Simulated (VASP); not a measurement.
# BP (I-4m2) in VASP: further runs

The runs below take BP through single point, with LDA.

Program: VASP 6.6.1. These are calculated values, not measurements. Logs are shortened: lines on timing, memory, paths and dates and some standing lists are left out, and cuts for length are marked.

## 1. The cell of the first run

The structure is tetragonal, space group I-4m2 (No. 119). The conventional cell has a = 3.177 Å, b = 3.177 Å, c = 4.538 Å, α = 90.00°, β = 90.00°, γ = 90.00°. Within 2.6 Å of B (site symmetry -4m2) lie 4 P at 1.95 Å. Within 2.6 Å of P (site symmetry -4m2) lie 4 B at 1.95 Å.

## 2. Single point, LDA (equal xx and yy strain of -1 %)

INCAR

```
SYSTEM = BP
PREC = Accurate ; ENCUT = 520
EDIFF = 1E-7 ; ISMEAR = -1
SIGMA = 0.05 ; LREAL = .FALSE.
LASPH = .TRUE. ; NELM = 80
ALGO = Normal ; ISIF = 2
LWAVE = .FALSE. ; LCHARG = .FALSE.
GGA = CA ; NBANDS = 11
```

KPOINTS

```
Automatic mesh
0
G
  15 15 15
  0 0 0
```

POSCAR

```
BP
1.0
    0.0000000000      2.2463100000      2.2690000000
    2.2463100000      0.0000000000      2.2690000000
    2.2463100000      2.2463100000      0.0000000000
B P
1 1
Direct
    0.0000000000      0.0000000000      0.0000000000
    0.7500000000      0.7500000000      0.7500000000
```

Potentials or basis: VASP PAW LDA potentials, release 64 (B, P).

The run is started by

```sh
> cat potpaw_LDA.64/B/POTCAR potpaw_LDA.64/P/POTCAR > POTCAR
> mpirun -np 1 vasp_std > vasp.out
```

OUTCAR:

```text
SYSTEM = BP
   PREC = Accurate
   ENCUT = 520
   EDIFF = 1E-7
   ISMEAR = -1
   LREAL = .FALSE.
   LASPH = .TRUE.
   NELM = 80
   ISIF = 2
   GGA = CA

 ion  position               nearest neighbor table
   1  0.000  0.000  0.000-   2 1.95   2 1.95   2 1.95   2 1.95
   2  0.750  0.750  0.750-   1 1.95   1 1.95   1 1.95   1 1.95

  LATTYP: Found a body centered tetragonal cell.
 ALAT       =     3.1767620673
 C/A-ratio  =     1.4284985479

  Lattice vectors:

 A1 = (  -2.2463100000,   0.0000000000,   2.2690000000)
 A2 = (   2.2463100000,   0.0000000000,   2.2690000000)
 A3 = (   0.0000000000,   2.2463100000,  -2.2690000000)

Analysis of symmetry for initial positions (statically):
=====================================================================
 Subroutine PRICEL returns:
 Original cell was already a primitive cell.

 Routine SETGRP: Setting up the symmetry group for a
 body centered tetragonal supercell.

 Subroutine GETGRP returns: Found  8 space group operations
 (whereof  8 operations were pure point group operations)
 out of a pool of 16 trial point group operations.

The static configuration has the point symmetry D_2d.

Analysis of symmetry for dynamics (positions and initial velocities):
=====================================================================
 Subroutine PRICEL returns:
 Original cell was already a primitive cell.

 Routine SETGRP: Setting up the symmetry group for a
 body centered tetragonal supercell.

 Subroutine GETGRP returns: Found  8 space group operations
 (whereof  8 operations were pure point group operations)
 out of a pool of 16 trial point group operations.

The dynamic configuration has the point symmetry D_2d.

 Subroutine INISYM returns: Found  8 space group operations
 (whereof  8 operations are pure point group operations),
 and found     1 'primitive' translations

----------------------------------------------------------------------------------------

                                     Primitive cell

  volume of cell :      22.8983

  direct lattice vectors                    reciprocal lattice vectors
     0.000000000  2.246310000  2.269000000    -0.222587265  0.222587265  0.220361393
     2.246310000  0.000000000  2.269000000     0.222587265 -0.222587265  0.220361393
     2.246310000  2.246310000  0.000000000     0.222587265  0.222587265 -0.220361393

  length of vectors
     3.192846632  3.192846632  3.176762067     0.384251643  0.384251643  0.384251643

  position of ions in fractional coordinates (direct lattice)
     0.000000000  0.000000000  0.000000000
     0.750000000  0.750000000  0.750000000

  ion indices of the primitive-cell ions
   primitive index   ion index
                 1           1
                 2           2

----------------------------------------------------------------------------------------

 KPOINTS: Automatic mesh

Automatic generation of k-mesh.
 Grid dimensions read from file:
 generate k-points for:   15   15   15

 Generating k-lattice:

  Cartesian coordinates                     Fractional coordinates (reciprocal lattice)
    -0.014839151  0.014839151  0.014690760     0.066666667  0.000000000  0.000000000
     0.014839151 -0.014839151  0.014690760     0.000000000  0.066666667  0.000000000
     0.014839151  0.014839151 -0.014690760    -0.000000000 -0.000000000  0.066666667

  Length of vectors
     0.025616776  0.025616776  0.025616776

  Shift w.r.t. Gamma in fractional coordinates (k-lattice)
     0.000000000  0.000000000  0.000000000

 Subroutine IBZKPT returns following result:
 ===========================================

 Found    288 irreducible k-points:

 Following reciprocal coordinates:
            Coordinates               Weight
  0.000000  0.000000  0.000000      1.000000
  0.066667  0.000000  0.000000      8.000000
  0.133333  0.000000  0.000000      8.000000
  0.200000  0.000000  0.000000      8.000000
  0.266667  0.000000  0.000000      8.000000
  0.333333  0.000000  0.000000      8.000000
[... 16 lines left out ...]
  0.133333  0.133333  0.000000      2.000000
  0.200000  0.133333  0.000000      8.000000
 [... further k-points ...]
   k-points           NKPTS =    288   k-points in BZ     NKDIM =    288   number of bands    NBANDS=     11
   number of dos      NEDOS =    301   number of ions     NIONS =      2
   total plane-waves  NPLWV =  13824
   dimension x,y,z NGX =    24 NGY =   24 NGZ =   24
   dimension x,y,z NGXF=    48 NGYF=   48 NGZF=   48
   ions per type =               1   1
   NGX,Y,Z   is equivalent  to a cutoff of  12.50, 12.50, 12.56 a.u.
   NGXF,Y,Z  is equivalent  to a cutoff of  24.99, 24.99, 25.12 a.u.
 SYSTEM =  BP
   PREC   = accura    normal or accurate (medium, high low for compatibility)
   ISTART =      0    job   : 0-new  1-cont  2-samecut
   ICHARG =      2    charge: 1-file 2-atom 10-const
   ISPIN  =      1    spin polarized calculation?
   LNONCOLLINEAR =      F non collinear calculations
   LSORBIT =      F    spin-orbit coupling
   LASPH  =      T    aspherical Exc in radial PAW
   ENCUT  =  520.0 eV  38.22 Ry    6.18 a.u.   5.94  5.94  5.91*2*pi/ulx,y,z
   NELM   =     80;   NELMIN=  2; NELMDL= -5     # of ELM steps
   EDIFF  = 0.1E-06   stopping-criterion for ELM
   LREAL  =      F    real-space projection
   EDIFFG = 0.1E-05   stopping-criterion for IOM
   NSW    =      0    number of steps for IOM
   IBRION =     -1    ionic relax: 0-MD 1-quasi-New 2-CG
   NFREE  =      0    steps in history (QN), initial steepest desc. (CG)
   ISIF   =      2    stress and relaxation
   ISYM   =      2    0-nonsym 1-usesym 2-fastsym
   POTIM  = 0.5000    time-step for ionic-motion
   TEBEG  =    0.0;   TEEND  =   0.0 temperature during run
   PSTRESS=    0.0 pullay stress
   NELECT =       8.0000    total number of electrons
   NUPDOWN=      -1.0000    fix difference up-down
   EMIN   =  10.00;   EMAX   =-10.00  energy-range for DOS
   EFERMI =   0.00;   METHOD = LEGACY
   ISMEAR =    -1;   SIGMA  =   0.05  broadening in eV -4-tet -1-fermi 0-gaus
   EFERMI_NEDOS =   21; number of points for ismear=-14 and -15
   IALGO  =     38    algorithm
   IMIX   =      4    mixing-type and parameters
     AMIX     =   0.40;   BMIX     =  1.00
     AMIX_MAG =   1.60;   BMIX_MAG =  1.00
  volume/ion in A,a.u.               =      11.45        77.26
  Fermi-wavevector in a.u.,A,eV,Ry     =   1.153020  2.178892 18.088337  1.329455
  Thomas-Fermi vector in A             =   2.289667
   LORBIT       =      0    0 simple, 1 ext, 2 COOP (PROOUT), +10 PAW based schemes
   GGA     = CA    functional components
   LHFCALC =     F    Hartree Fock is set to
   AEXX    =    0.0000 exact exchange contribution
   IVDW    =     0    specifies the selected vdW correction
   LEPSILON=     F    determine dielectric tensor
   LRPA    =     F    only Hartree local field effects (RPA)
 non-spin polarized calculation
  energy-cutoff  :      520.00
  volume of cell :       22.90
 maximum number of plane-waves:       628
   NGX = 11   NGY = 11   NGZ = 11

 number of electron       8.0000001 magnetization

 Free energy of the ion-electron system (eV)
  ---------------------------------------------------
  ext. energy  EPLUGINS =         0.00000000
  ---------------------------------------------------
  free energy    TOTEN  =       -14.39672879 eV

  energy without entropy =      -14.39672873  energy(sigma->0) =      -14.39672876

 E-fermi :   8.2115     XC(G=0): -11.1712

 val. band max:        7.6807700300   @ k =   0.0000   0.0000   0.0000
 cond. band min:       8.7687386754   @ k =   0.4000   0.0000   0.4000
 fundamental gap:      1.0879686455
 Fermi energy:         8.2114622194

 k-point     1 :       0.0000    0.0000    0.0000
  band No.  band energies     occupation
      1      -7.9209      2.00000
      2       7.5807      1.99999
      3       7.6808      1.99995
      4       7.6808      1.99995
      5      11.0398      0.00000
      6      11.0398      0.00000
      7      11.0951      0.00000
      8      15.3229      0.00000
      9      19.0465      0.00000
     10      19.7502      0.00000
     11      20.0238      0.00000

 k-point     2 :       0.0667    0.0000    0.0000
  band No.  band energies     occupation
      1      -7.8395      2.00000
      2       6.9911      2.00000
      3       7.4718      2.00000
      4       7.5382      2.00000
      5      11.2397      0.00000
      6      11.2557      0.00000
      7      11.3394      0.00000
      8      15.5462      0.00000
      9      19.3117      0.00000
     10      19.3683      0.00000
     11      19.6141      0.00000

 k-point     3 :       0.1333    0.0000    0.0000
  band No.  band energies     occupation
      1      -7.5964      2.00000
      2       5.5918      2.00000
      3       7.1279      2.00000
      4       7.2063      2.00000
      5      11.6159      0.00000
      6      11.7082      0.00000
      7      11.7553      0.00000
      8      16.1384      0.00000
      9      18.7510      0.00000
     10      18.9501      0.00000
     11      19.9816      0.00000

 k-point     4 :       0.2000    0.0000    0.0000
  band No.  band energies     occupation
      1      -7.1957      2.00000
      2       3.9814      2.00000
      3       6.7384      2.00000
      4       6.8300      2.00000
      5      11.7310      0.00000
      6      12.1940      0.00000
      7      12.2031      0.00000
      8      16.8595      0.00000
      9      18.4593      0.00000
     10      18.5900      0.00000
     11      20.5137      0.00000
[... 239 lines left out ...]
 k-point    22 :      -0.0667    0.0667    0.0000
  band No.  band energies     occupation
      1      -7.7027      2.00000
      2       6.4208      2.00000
      3       6.7274      2.00000
      4       7.5769      1.99999
      5      11.2554      0.00000
      6      11.4723      0.00000
      7      11.9404      0.00000
      8      15.8179      0.00000
      9      18.7483      0.00000
     10      19.5060      0.00000
     11      19.7395      0.00000

 k-point    23 :       0.1333    0.1333    0.0000
  band No.  band energies     occupation
      1      -7.4936      2.00000
      2       6.2937      2.00000
      3       6.3769      2.00000
      4       6.3769      2.00000
      5      10.3885      0.00000
      6      12.8228      0.00000
      7      12.8228      0.00000
      8      15.2628      0.00000
      9      18.0159      0.00000
     10      20.3699      0.00000
     11      20.4834      0.00000

 k-point    24 :       0.2000    0.1333    0.0000
  band No.  band energies     occupation
      1      -7.2015      2.00000
      2       5.0285      2.00000
      3       5.9531      2.00000
      4       6.2503      2.00000
      5      10.3957      0.00000
      6      13.3339      0.00000
      7      13.4794      0.00000
      8      14.7427      0.00000
      9      18.4508      0.00000
     10      20.4753      0.00000
     11      21.0918      0.00000

 [... further k-points ...]
[... 5 lines left out ...]
  --------------------------------------------------------------------------------------
  -------------------------------------------------------------------------------------
  Total       -0.1662450     -0.1662450     -0.5622149      0.0000000      0.0000000      0.0000000
  in kB      -11.6320246    -11.6320246    -39.3377082      0.0000000      0.0000000      0.0000000
  external PRESSURE =     -20.8672524 kB  Pullay stress =       0.0000000 kB

 VOLUME and BASIS-vectors are now :
 -----------------------------------------------------------------------------
  energy-cutoff  :      520.00
  volume of cell :       22.90
      direct lattice vectors                 reciprocal lattice vectors
     0.000000000  2.246310000  2.269000000    -0.222587265  0.222587265  0.220361393
     2.246310000  0.000000000  2.269000000     0.222587265 -0.222587265  0.220361393
     2.246310000  2.246310000  0.000000000     0.222587265  0.222587265 -0.220361393

 POSITION                                       TOTAL-FORCE (eV/Angst)
 -----------------------------------------------------------------------------------
      0.00000      0.00000      0.00000         0.000000      0.000000     -0.000000
      3.36946      3.36946      3.40350        -0.000000     -0.000000      0.000000
 -----------------------------------------------------------------------------------
    total drift:                                0.000000      0.000000     -0.000000

  FREE ENERGIE OF THE ION-ELECTRON SYSTEM (eV)
  ---------------------------------------------------
  free  energy   TOTEN  =       -14.3967287942 eV

  energy  without entropy=      -14.3967287276  energy(sigma->0) =      -14.39672876
```

Run time: 30 s. Hardware: 1 thread of Intel Xeon 6975P-C, shared host; peak memory 0.18 GiB.

Results:

| Property | Result |
| --- | --- |
| Free energy | -14.3967 eV |
| Pressure | -2.1 GPa |
| Band gap on the k mesh | 1.09 eV, indirect (least direct gap 3.36 eV) |

Caveat: the cell differs from its parent crystal (equal xx and yy strain of -1 %).

## 3. Single point, LDA (equal xx and yy strain of +1 %)

INCAR

```
SYSTEM = BP
PREC = Accurate
ENCUT = 520
EDIFF = 1E-7
ISMEAR = -1
SIGMA = 0.05
LREAL = .False.
LASPH = .True.
NELM = 60
ALGO = Normal
ISIF = 2
LWAVE = .False.
LCHARG = .True.
LELF = .True.
LVHAR = .True.
NBANDS = 11
```

KPOINTS

```
Automatic mesh
0
Gamma
  15 15 15
  0 0 0
```

POSCAR

```
BP
1.0
    0.0000000000      2.2916900000      2.2690000000
    2.2916900000      0.0000000000      2.2690000000
    2.2916900000      2.2916900000      0.0000000000
B P
1 1
Direct
    0.0000000000      0.0000000000      0.0000000000
    0.7500000000      0.7500000000      0.7500000000
```

Potentials or basis: VASP PAW LDA potentials, release 64 (B, P).

The run is started by

```sh
> cat potpaw_LDA.64/B/POTCAR potpaw_LDA.64/P/POTCAR > POTCAR
> mpirun -np 1 vasp_std > vasp.out
```

It took 35 s on 1 thread of Intel Xeon 6975P-C, shared host; peak memory 0.18 GiB.

Results (log left out):

| Item | Value |
| --- | --- |
| Free energy | -14.3664 eV |
| Pressure | -8.3 GPa |
| Band gap on the k mesh | 1.06 eV, indirect (least direct gap 3.25 eV) |

Stress tensor (GPa, compression positive):
```
-9.16  0.00  0.00
 0.00 -9.16  0.00
 0.00  0.00 -6.58
```

Levels at points of the mesh, in eV from the valence-band top:
| k point | band 1 | band 2 | band 3 | band 4 | band 5 | band 6 | band 7 | band 8 | band 9 |
| --- | --- | --- | --- | --- | --- | --- | --- | --- | --- |
| (0.00, 0.00, 0.00) | -15.28 | -0.09 | -0.09 | 0.00 | 3.25 | 3.30 | 3.30 | 7.00 | 11.06 |

Caveat: the cell differs from its parent crystal (equal xx and yy strain of +1 %).

(Part 1 of 2 ends here.)
